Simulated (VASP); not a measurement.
# Tl (Im-3m) in VASP: notebook

Tl is run at these levels: PBE, r2SCAN; tasks: single point.

Everything below comes from runs of VASP 6.6.1. Logs are shortened: lines on timing, memory, paths and dates and some standing lists are left out, and cuts for length are marked.

### Step 1. The cell of the first run

The structure is cubic, space group Im-3m (No. 229). Conventional cell: a = 3.857 Å, b = 3.857 Å, c = 3.857 Å, α = 90.00°, β = 90.00°, γ = 90.00°. Within 4.4 Å of Tl (site symmetry m-3m) lie 14 Tl at 3.34 to 3.86 Å.

### Step 2. Single point, PBE

INCAR reads:

```
SYSTEM = Tl
ALGO = Normal ; EDIFF = 1E-6
ENCUT = 520 ; GGA = PE
ISIF = 2 ; ISMEAR = 0
LASPH = .True. ; LCHARG = .False.
LREAL = .False. ; LWAVE = .False.
NBANDS = 12 ; NELM = 60
PREC = Accurate ; SIGMA = 0.05
```

KPOINTS reads:

```
k-points
0
Gamma
  8 8 8
  0 0 0
```

POSCAR reads:

```
Tl
1.0
   -1.9282908796      1.9282908796      1.9282908796
    1.9282908796     -1.9282908796      1.9282908796
    1.9282908796      1.9282908796     -1.9282908796
Tl
1
Direct
    0.0000000000      0.0000000000      0.0000000000
```

Potentials or basis: VASP PAW PBE potentials, release 64 (Tl_d).

Command:

```sh
$ cat potpaw_PBE.64/Tl_d/POTCAR > POTCAR
$ mpirun -np 1 vasp_std > vasp.out
```

OUTCAR:

```text
SYSTEM = Tl
   EDIFF = 1E-6
   ENCUT = 520
   GGA = PE
   ISIF = 2
   ISMEAR = 0
   LASPH = .True.
   LREAL = .False.
   NELM = 60
   PREC = Accurate

 ion  position               nearest neighbor table
   1  0.000  0.000  0.000-

  LATTYP: Found a body centered cubic cell.
 ALAT       =     3.8565817592

  Lattice vectors:

 A1 = (  -1.9282908796,   1.9282908796,   1.9282908796)
 A2 = (   1.9282908796,  -1.9282908796,   1.9282908796)
 A3 = (   1.9282908796,   1.9282908796,  -1.9282908796)

Analysis of symmetry for initial positions (statically):
=====================================================================
 Subroutine PRICEL returns:
 Original cell was already a primitive cell.

 Routine SETGRP: Setting up the symmetry group for a
 body centered cubic supercell.

 Subroutine GETGRP returns: Found 48 space group operations
 (whereof 48 operations were pure point group operations)
 out of a pool of 48 trial point group operations.

The static configuration has the point symmetry O_h .

Analysis of symmetry for dynamics (positions and initial velocities):
=====================================================================
 Subroutine PRICEL returns:
 Original cell was already a primitive cell.

 Routine SETGRP: Setting up the symmetry group for a
 body centered cubic supercell.

 Subroutine GETGRP returns: Found 48 space group operations
 (whereof 48 operations were pure point group operations)
 out of a pool of 48 trial point group operations.

The dynamic configuration has the point symmetry O_h .

 Subroutine INISYM returns: Found 48 space group operations
 (whereof 48 operations are pure point group operations),
 and found     1 'primitive' translations

----------------------------------------------------------------------------------------

                                     Primitive cell

  volume of cell :      28.6799

  direct lattice vectors                    reciprocal lattice vectors
    -1.928290880  1.928290880  1.928290880     0.000000000  0.259296979  0.259296979
     1.928290880 -1.928290880  1.928290880     0.259296979  0.000000000  0.259296979
     1.928290880  1.928290880 -1.928290880     0.259296979  0.259296979  0.000000000

  length of vectors
     3.339897775  3.339897775  3.339897775     0.366701305  0.366701305  0.366701305

  position of ions in fractional coordinates (direct lattice)
     0.000000000  0.000000000  0.000000000

  ion indices of the primitive-cell ions
   primitive index   ion index
                 1           1

----------------------------------------------------------------------------------------

 KPOINTS: k-points

Automatic generation of k-mesh.
 Grid dimensions read from file:
 generate k-points for:    8    8    8

 Generating k-lattice:

  Cartesian coordinates                     Fractional coordinates (reciprocal lattice)
     0.000000000  0.032412122  0.032412122     0.125000000  0.000000000  0.000000000
     0.032412122  0.000000000  0.032412122     0.000000000  0.125000000  0.000000000
     0.032412122  0.032412122  0.000000000     0.000000000  0.000000000  0.125000000

  Length of vectors
     0.045837663  0.045837663  0.045837663

  Shift w.r.t. Gamma in fractional coordinates (k-lattice)
     0.000000000  0.000000000  0.000000000

 Subroutine IBZKPT returns following result:
 ===========================================

 Found     29 irreducible k-points:

 Following reciprocal coordinates:
            Coordinates               Weight
  0.000000  0.000000  0.000000      1.000000
  0.125000  0.000000  0.000000     12.000000
  0.250000  0.000000  0.000000     12.000000
  0.375000  0.000000  0.000000     12.000000
  0.500000  0.000000  0.000000      6.000000
  0.125000  0.125000  0.000000     24.000000
[... 16 lines left out ...]
 -0.250000  0.250000  0.250000      6.000000
 -0.375000  0.375000  0.250000     24.000000
 [... further k-points ...]
   k-points           NKPTS =     29   k-points in BZ     NKDIM =     29   number of bands    NBANDS=     12
   number of dos      NEDOS =    301   number of ions     NIONS =      1
   total plane-waves  NPLWV =  21952
   dimension x,y,z NGX =    28 NGY =   28 NGZ =   28
   dimension x,y,z NGXF=    56 NGYF=   56 NGZF=   56
   ions per type =               1
   NGX,Y,Z   is equivalent  to a cutoff of  13.94, 13.94, 13.94 a.u.
   NGXF,Y,Z  is equivalent  to a cutoff of  27.87, 27.87, 27.87 a.u.
 SYSTEM =  Tl
   PREC   = accura    normal or accurate (medium, high low for compatibility)
   ISTART =      0    job   : 0-new  1-cont  2-samecut
   ICHARG =      2    charge: 1-file 2-atom 10-const
   ISPIN  =      1    spin polarized calculation?
   LNONCOLLINEAR =      F non collinear calculations
   LSORBIT =      F    spin-orbit coupling
   LASPH  =      T    aspherical Exc in radial PAW
   ENCUT  =  520.0 eV  38.22 Ry    6.18 a.u.   6.21  6.21  6.21*2*pi/ulx,y,z
   NELM   =     60;   NELMIN=  2; NELMDL= -5     # of ELM steps
   EDIFF  = 0.1E-05   stopping-criterion for ELM
   LREAL  =      F    real-space projection
   EDIFFG = 0.1E-04   stopping-criterion for IOM
   NSW    =      0    number of steps for IOM
   IBRION =     -1    ionic relax: 0-MD 1-quasi-New 2-CG
   NFREE  =      0    steps in history (QN), initial steepest desc. (CG)
   ISIF   =      2    stress and relaxation
   ISYM   =      2    0-nonsym 1-usesym 2-fastsym
   POTIM  = 0.5000    time-step for ionic-motion
   TEBEG  =    0.0;   TEEND  =   0.0 temperature during run
   PSTRESS=    0.0 pullay stress
   NELECT =      13.0000    total number of electrons
   NUPDOWN=      -1.0000    fix difference up-down
   EMIN   =  10.00;   EMAX   =-10.00  energy-range for DOS
   EFERMI =   0.00;   METHOD = LEGACY
   ISMEAR =     0;   SIGMA  =   0.05  broadening in eV -4-tet -1-fermi 0-gaus
   EFERMI_NEDOS =   21; number of points for ismear=-14 and -15
   IALGO  =     38    algorithm
   IMIX   =      4    mixing-type and parameters
     AMIX     =   0.40;   BMIX     =  1.00
     AMIX_MAG =   1.60;   BMIX_MAG =  1.00
  volume/ion in A,a.u.               =      28.68       193.54
  Fermi-wavevector in a.u.,A,eV,Ry     =   1.257564  2.376451 21.517165  1.581467
  Thomas-Fermi vector in A             =   2.391217
   LORBIT       =      0    0 simple, 1 ext, 2 COOP (PROOUT), +10 PAW based schemes
   GGA     = PE    functional components
   LHFCALC =     F    Hartree Fock is set to
   AEXX    =    0.0000 exact exchange contribution
   IVDW    =     0    specifies the selected vdW correction
   LEPSILON=     F    determine dielectric tensor
   LRPA    =     F    only Hartree local field effects (RPA)
 non-spin polarized calculation
 Gauss-broadening in eV      SIGMA  =   0.05
  energy-cutoff  :      520.00
  volume of cell :       28.68
 maximum number of plane-waves:       784
 NGX is ok and might be reduce to    28
   NGX = 13   NGY = 13   NGZ = 13

 number of electron      12.9999998 magnetization

 Free energy of the ion-electron system (eV)
  ---------------------------------------------------
  ext. energy  EPLUGINS =         0.00000000
  ---------------------------------------------------
  free energy    TOTEN  =        -2.17559714 eV

  energy without entropy =       -2.17304826  energy(sigma->0) =       -2.17432270

 E-fermi :   6.5630     XC(G=0): -10.1767

 val. band max:        6.4709688945   @ k =   0.2500   0.2500   0.0000
 cond. band min:       6.5687337145   @ k =  -0.3750   0.3750   0.1250
 fundamental gap:      0.0977648200
 Fermi energy:         6.5629665833

 k-point     1 :       0.0000    0.0000    0.0000
  band No.  band energies     occupation
      1      -5.1238      2.00000
      2      -5.1238      2.00000
      3      -5.1238      2.00000
      4      -4.6955      2.00000
      5      -4.6955      2.00000
      6      -3.4752      2.00000
      7      17.3602      0.00000
      8      17.3602      0.00000
      9      17.3602      0.00000
     10      18.8857      0.00000
     11      18.8857      0.00000
     12      18.8857      0.00000

 k-point     2 :       0.1250    0.0000    0.0000
  band No.  band energies     occupation
      1      -5.1510      2.00000
      2      -5.1093      2.00000
      3      -5.0270      2.00000
      4      -4.7237      2.00000
      5      -4.6957      2.00000
      6      -3.1169      2.00000
      7      14.3625      0.00000
      8      16.2157      0.00000
      9      16.5780      0.00000
     10      18.0319      0.00000
     11      18.6344      0.00000
     12      18.9964      0.00000

 k-point     3 :       0.2500    0.0000    0.0000
  band No.  band energies     occupation
      1      -5.2160      2.00000
      2      -5.1365      2.00000
      3      -4.7837      2.00000
      4      -4.7570      2.00000
      5      -4.6956      2.00000
      6      -2.0086      2.00000
      7      10.0650      0.00000
      8      14.3250      0.00000
      9      15.1250      0.00000
     10      17.2184      0.00000
     11      18.2166      0.00000
     12      20.0835      0.00000

 k-point     4 :       0.3750    0.0000    0.0000
  band No.  band energies     occupation
      1      -5.2801      2.00000
      2      -5.2297      2.00000
      3      -4.7396      2.00000
      4      -4.6942      2.00000
      5      -4.5245      2.00000
      6      -0.1894      2.00000
      7       6.2310      2.00000
      8      12.8985      0.00000
      9      14.0775      0.00000
     10      16.7803      0.00000
     11      17.9289      0.00000
     12      21.8189      0.00000

 k-point     5 :       0.5000    0.0000    0.0000
  band No.  band energies     occupation
      1      -5.3064      2.00000
      2      -5.2783      2.00000
      3      -4.7240      2.00000
      4      -4.6932      2.00000
      5      -4.4119      2.00000
      6       1.5348      2.00000
      7       3.8269      2.00000
      8      12.3762      0.00000
      9      13.7092      0.00000
     10      16.6510      0.00000
     11      17.8315      0.00000
     12      22.8940      0.00000

 k-point     6 :       0.1250    0.1250    0.0000
  band No.  band energies     occupation
      1      -5.1742      2.00000
      2      -5.1107      2.00000
      3      -4.8836      2.00000
      4      -4.7593      2.00000
      5      -4.6982      2.00000
      6      -2.3778      2.00000
      7      11.6978      0.00000
      8      13.5879      0.00000
      9      15.2321      0.00000
     10      18.5379      0.00000
     11      18.6833      0.00000
     12      19.8871      0.00000

 k-point     7 :       0.2500    0.1250    0.0000
  band No.  band energies     occupation
      1      -5.2328      2.00000
      2      -5.1344      2.00000
      3      -4.7676      2.00000
      4      -4.7263      2.00000
      5      -4.6520      2.00000
      6      -0.9064      2.00000
      7       8.1412      0.00000
      8      11.6373      0.00000
      9      13.9818      0.00000
     10      18.0026      0.00000
     11      19.8233      0.00000
     12      20.1422      0.00000

 k-point     8 :       0.3750    0.1250   -0.0000
  band No.  band energies     occupation
      1      -5.2775      2.00000
      2      -5.1936      2.00000
      3      -4.7372      2.00000
      4      -4.7177      2.00000
      5      -4.4967      2.00000
      6       1.0775      2.00000
      7       4.9390      2.00000
      8      10.7020      0.00000
      9      13.2818      0.00000
     10      17.6899      0.00000
     11      19.8599      0.00000
     12      21.4376      0.00000
[... 166 lines left out ...]
 k-point    20 :      -0.3750    0.5000    0.1250
  band No.  band energies     occupation
      1      -5.1541      2.00000
      2      -5.0764      2.00000
      3      -4.9014      2.00000
      4      -4.7406      2.00000
      5      -4.4991      2.00000
      6       1.6439      2.00000
      7       5.6546      2.00000
      8       8.9198      0.00000
      9      13.6988      0.00000
     10      17.2866      0.00000
     11      18.5404      0.00000
     12      19.8979      0.00000

 k-point    21 :      -0.3750   -0.3750    0.1250
  band No.  band energies     occupation
      1      -5.1264      2.00000
      2      -5.0168      2.00000
      3      -5.0168      2.00000
      4      -4.5899      2.00000
      5      -4.5899      2.00000
      6       2.5605      2.00000
      7       6.3339      2.00000
      8       6.3339      2.00000
      9      14.4641      0.00000
     10      17.6935      0.00000
     11      17.6935      0.00000
     12      18.5061      0.00000

 k-point    22 :       0.2500    0.2500    0.2500
  band No.  band energies     occupation
      1      -5.0057      2.00000
      2      -5.0057      2.00000
      3      -5.0057      2.00000
      4      -4.6885      2.00000
      5      -4.6885      2.00000
      6       2.3325      2.00000
      7       7.3025      0.00000
      8       7.3025      0.00000
      9       7.3025      0.00000
     10      25.4408      0.00000
     11      25.4408      0.00000
     12      25.4408      0.00000

 k-point    23 :      -0.2500    0.2500    0.2500
  band No.  band energies     occupation
      1      -5.0092      2.00000
      2      -4.8966      2.00000
      3      -4.8966      2.00000
      4      -4.8526      2.00000
      5      -4.8056      2.00000
      6      -0.6027      2.00000
      7      10.3347      0.00000
      8      11.4644      0.00000
      9      11.4644      0.00000
     10      14.6064      0.00000
     11      22.0326      0.00000
     12      22.0330      0.00000

 k-point    24 :      -0.3750    0.3750    0.2500
  band No.  band energies     occupation
      1      -5.1246      2.00000
      2      -4.9875      2.00000
      3      -4.9022      2.00000
      4      -4.7704      2.00000
      5      -4.5665      2.00000
      6       1.0885      2.00000
      7       7.5022      0.00000
      8      10.1941      0.00000
      9      11.1930      0.00000
     10      14.8765      0.00000
     11      19.3619      0.00000
     12      21.9458      0.00000

 [... further k-points ...]
[... 5 lines left out ...]
  --------------------------------------------------------------------------------------
  -------------------------------------------------------------------------------------
  Total        0.5921401      0.5921401      0.5921401      0.0000000      0.0000000     -0.0000000
  in kB       33.0793861     33.0793861     33.0793861      0.0000000      0.0000000     -0.0000000
  external PRESSURE =      33.0793861 kB  Pullay stress =       0.0000000 kB

 VOLUME and BASIS-vectors are now :
 -----------------------------------------------------------------------------
  energy-cutoff  :      520.00
  volume of cell :       28.68
      direct lattice vectors                 reciprocal lattice vectors
    -1.928290880  1.928290880  1.928290880     0.000000000  0.259296979  0.259296979
     1.928290880 -1.928290880  1.928290880     0.259296979  0.000000000  0.259296979
     1.928290880  1.928290880 -1.928290880     0.259296979  0.259296979  0.000000000

 POSITION                                       TOTAL-FORCE (eV/Angst)
 -----------------------------------------------------------------------------------
      0.00000      0.00000      0.00000        -0.000000      0.000000     -0.000000
 -----------------------------------------------------------------------------------
    total drift:                               -0.000000     -0.000000     -0.000000

  FREE ENERGIE OF THE ION-ELECTRON SYSTEM (eV)
  ---------------------------------------------------
  free  energy   TOTEN  =        -2.1755971444 eV

  energy  without entropy=       -2.1730482589  energy(sigma->0) =       -2.17432270
```

Wall time 14 s (1 thread of Intel Xeon Platinum 8259CL at 2.50GHz (Skylake/Cascade Lake), shared host); peak memory 0.15 GiB.

What came out:

```
Free energy : -2.1756 eV
Pressure    : 3.3 GPa
```

Caveat: spin-orbit coupling is left out, which moves the levels of the heavy elements.

### Step 3. Single point, PBE

This run uses another cell than the first one, of 29.33 Å³/atom, 1.023 times its volume.

INCAR reads:

```
PREC     = Accurate       # precision mode
ENCUT    = 520            # plane-wave cutoff, eV
EDIFF    = 1E-6           # SCF threshold, eV
ISMEAR   = 0              # smearing method
SIGMA    = 0.05           # smearing width, eV
LREAL    = False          # projectors in reciprocal space
LASPH    = True           # aspherical terms in the spheres
NELM     = 80             # most SCF steps
ALGO     = Normal         # electronic algorithm
ISIF     = 2              # what is computed and relaxed
LWAVE    = False          # write WAVECAR
LCHARG   = False          # write CHGCAR
GGA      = PE             # functional
NBANDS   = 12             # bands
```

KPOINTS reads:

```
Automatic mesh
0
Gamma
  8 8 8
```

POSCAR reads:

```
Tl
1.0
   -1.9426495879      1.9426495879      1.9426495879
    1.9426495879     -1.9426495879      1.9426495879
    1.9426495879      1.9426495879     -1.9426495879
Tl
1
Direct
    0.0000000000      0.0000000000      0.0000000000
```

Potentials or basis: VASP PAW PBE potentials, release 64 (Tl_d).

Command:

```sh
$ cat potpaw_PBE.64/Tl_d/POTCAR > POTCAR
$ mpirun -np 1 vasp_std > vasp.out
```

Wall time 11 s (1 thread of Intel Xeon Platinum 8259CL at 2.50GHz (Skylake/Cascade Lake), shared host); peak memory 0.15 GiB.

It converged, with:

| Quantity | Value |
| --- | --- |
| Free energy | -2.1874 eV |
| Pressure | 2.4 GPa |

Levels at points of the mesh, in eV from the Fermi level:
| k point | band 3 | band 4 | band 5 | band 6 | band 7 | band 8 | band 9 | band 10 |
| --- | --- | --- | --- | --- | --- | --- | --- | --- |
| (0.00, 0.00, 0.00) | -11.64 | -11.24 | -11.24 | -9.88 | 10.57 | 10.57 | 10.57 | 12.28 |
| (0.50, 0.00, 0.00) | -11.27 | -11.24 | -10.97 | -5.03 | -2.64 | 5.73 | 7.08 | 9.92 |
| (0.50, 0.50, 0.50) | -11.04 | -11.04 | -11.04 | -1.73 | 1.44 | 1.44 | 1.44 | 6.43 |

Caveat: spin-orbit coupling is left out, which moves the levels of the heavy elements.

### Step 4. Single point, PBE

This run uses another cell than the first one, of 31.55 Å³/atom, 1.100 times its volume.

INCAR reads:

```
PREC = Accurate
ENCUT = 520
EDIFF = 1E-6
ISMEAR = 0
SIGMA = 0.05
LREAL = False
LASPH = True
NELM = 60
ALGO = Normal
ISIF = 2
LWAVE = False
LCHARG = True
GGA = PE
LELF = True
LVHAR = True
NBANDS = 12
```

KPOINTS reads:

```
regular mesh
0
Gamma
  8 8 8
```

POSCAR reads:

```
Tl
1.0
   -1.9906559410      1.9906559410      1.9906559410
    1.9906559410     -1.9906559410      1.9906559410
    1.9906559410      1.9906559410     -1.9906559410
Tl
1
Direct
    0.0000000000      0.0000000000      0.0000000000
```

Command:

```sh
$ cat potpaw_PBE.64/Tl_d/POTCAR > POTCAR
$ mpirun -np 1 vasp_std > vasp.out
```

Run time: 9.3 s. Hardware: 1 thread of Intel Xeon Platinum 8259CL at 2.50GHz (Skylake/Cascade Lake), shared host; peak memory 0.16 GiB.

Results (log left out):

| Property | Result |
| --- | --- |
| Free energy | -2.2039 eV |
| Pressure | 0.0 GPa |

Levels at points of the mesh, in eV from the Fermi level:
```tsv
k point	band 3	band 4	band 5	band 6	band 7	band 8	band 9	band 10
(0.00, 0.00, 0.00)	-11.53	-11.19	-11.19	-9.39	9.84	9.84	9.84	12.12
(0.50, 0.00, 0.00)	-11.21	-11.19	-10.97	-5.05	-2.34	5.44	6.85	9.38
(0.50, 0.50, 0.50)	-11.02	-11.02	-11.02	-2.10	1.47	1.47	1.47	6.22
```

Caveat: spin-orbit coupling is left out, which moves the levels of the heavy elements.

(Continued in part 2 of 2.)
